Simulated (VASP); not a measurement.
Here is a VASP 6.6.1 calculation.

The input INCAR:

```
SYSTEM = AlN
PREC     = Accurate       ! precision mode
ENCUT    = 600            ! plane-wave cutoff, eV
EDIFF    = 1E-6           ! SCF threshold, eV
ISMEAR   = 1              ! smearing method
SIGMA    = 0.02           ! smearing width, eV
LREAL    = .False.        ! projectors in reciprocal space
LASPH    = .True.         ! aspherical terms in the spheres
NELM     = 120            ! most SCF steps
ALGO     = Normal         ! electronic algorithm
ISIF     = 2              ! what is computed and relaxed
LWAVE    = .False.        ! write WAVECAR
LCHARG   = .True.         ! write CHGCAR
GGA      = PE             ! functional
LELF     = .True.         ! ELF
LVHAR    = .True.       
NBANDS   = 11             ! bands
GGA_COMPAT= .False.
```

The input KPOINTS:

```
Automatic mesh
0
Gamma
  10 10 6
  0 0 0
```

POSCAR

```
AlN
1.0
    2.6923435875      0.0000000000      0.0000000000
    0.0000000000      2.6923435875      0.0000000000
    0.0000000000      0.0000000000      4.9808239218
Al N
1 1
Direct
    0.5000000000      0.5000000000      0.0000000000
    0.0000000000      0.0000000000      0.0000000000
```

Potentials or basis: VASP PAW PBE potentials, release 64 (Al, N).

Launch:

```bash
$ cat potpaw_PBE.64/Al/POTCAR potpaw_PBE.64/N/POTCAR > POTCAR
$ mpirun -np 1 vasp_std > vasp.out
```

**Question.** What does it give for the pressure?

**Answer.** -0.2 GPa.

**Question.** Predict the band gap on the k mesh.

**Answer.** 0.93 eV (least direct gap 1.88 eV).

Stress tensor (GPa, compression positive):
```
-0.19  0.00  0.00
 0.00 -0.19  0.00
 0.00  0.00 -0.08
```

A k mesh can miss the band edges.
